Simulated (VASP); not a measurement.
Write the native input for VASP 6.6.1 that does the following.

```yaml
Task: density of states
Functional: PBEsol
Potentials_or_basis: VASP PAW PBE potentials, release 64 (Si, C)
Cutoff: 520 eV
k_mesh: 17 × 17 × 17
Occupations: fermi-dirac, width 0.08 eV
Spin: no spin polarisation
Dipole_correction: no
k_mesh_for_the_DOS: 26 × 26 × 26
Occupations_for_the_DOS: tetrahedron
Further_INCAR_settings: ALGO = Normal; EDIFF = 1e-07; NBANDS = 11
```

The system is SiC (rocksalt type).

```
CELL_PARAMETERS angstrom
0.00000 2.01700 2.01700
2.01700 0.00000 2.01700
2.01700 2.01700 0.00000
ATOMIC_POSITIONS crystal
Si 0.00000 0.00000 0.00000
C 0.50000 0.50000 0.50000
```

One way to write it, as run:

POSCAR

```
SiC
1.0
    0.0000000000      2.0170031434      2.0170031434
    2.0170031434      0.0000000000      2.0170031434
    2.0170031434      2.0170031434      0.0000000000
Si C
1 1
Direct
    0.0000000000      0.0000000000      0.0000000000
    0.5000000000      0.5000000000      0.5000000000
```

INCAR.step1

```
SYSTEM = SiC
ALGO     = Normal         ! electronic algorithm
EDIFF    = 1E-7           ! SCF threshold, eV
ENCUT    = 520            ! plane-wave cutoff, eV
GGA      = PS             ! functional
ISIF     = 2              ! what is computed and relaxed
ISMEAR   = -1             ! smearing method
LASPH    = .True.         ! aspherical terms in the spheres
LCHARG   = .True.         ! write CHGCAR
LREAL    = .False.        ! projectors in reciprocal space
LWAVE    = .False.        ! write WAVECAR
NBANDS   = 11             ! bands
NELM     = 80             ! most SCF steps
PREC     = Accurate       ! precision mode
SIGMA    = 0.08           ! smearing width, eV
```

KPOINTS.step1

```
k-points
0
Gamma
  17 17 17
  0 0 0
```

INCAR.step2

```
SYSTEM = SiC
ALGO     = Normal         ! electronic algorithm
EDIFF    = 1E-7           ! SCF threshold, eV
ENCUT    = 520            ! plane-wave cutoff, eV
GGA      = PS             ! functional
ICHARG   = 11             ! starting density
ISIF     = 2              ! what is computed and relaxed
ISMEAR   = -5             ! smearing method
LASPH    = .True.         ! aspherical terms in the spheres
LCHARG   = .False.        ! write CHGCAR
LORBIT   = 10             ! projections on sites
LREAL    = .False.        ! projectors in reciprocal space
LWAVE    = .False.        ! write WAVECAR
NBANDS   = 11             ! bands
NEDOS    = 1001           ! points of the DOS
NELM     = 80             ! most SCF steps
PREC     = Accurate       ! precision mode
SIGMA    = 0.08           ! smearing width, eV
```

KPOINTS.step2

```
k-points
0
Gamma
  26 26 26
  0 0 0
```

Potentials or basis: VASP PAW PBE potentials, release 64 (Si, C).

Run with:

```sh
$ cat potpaw_PBE.64/Si/POTCAR potpaw_PBE.64/C/POTCAR > POTCAR
$ cp INCAR.step1 INCAR
$ cp KPOINTS.step1 KPOINTS
$ mpirun -np 1 vasp_std > vasp.out
$ cp INCAR.step2 INCAR
$ cp KPOINTS.step2 KPOINTS
$ mpirun -np 1 vasp_std > vasp.out
```

It gave:

```
Valence electrons inside the program's atomic spheres : Si 1.50; C 2.53
```

It took 99 s on 1 thread of Intel Xeon 8259CL (shared host), peak memory 0.2 GiB.
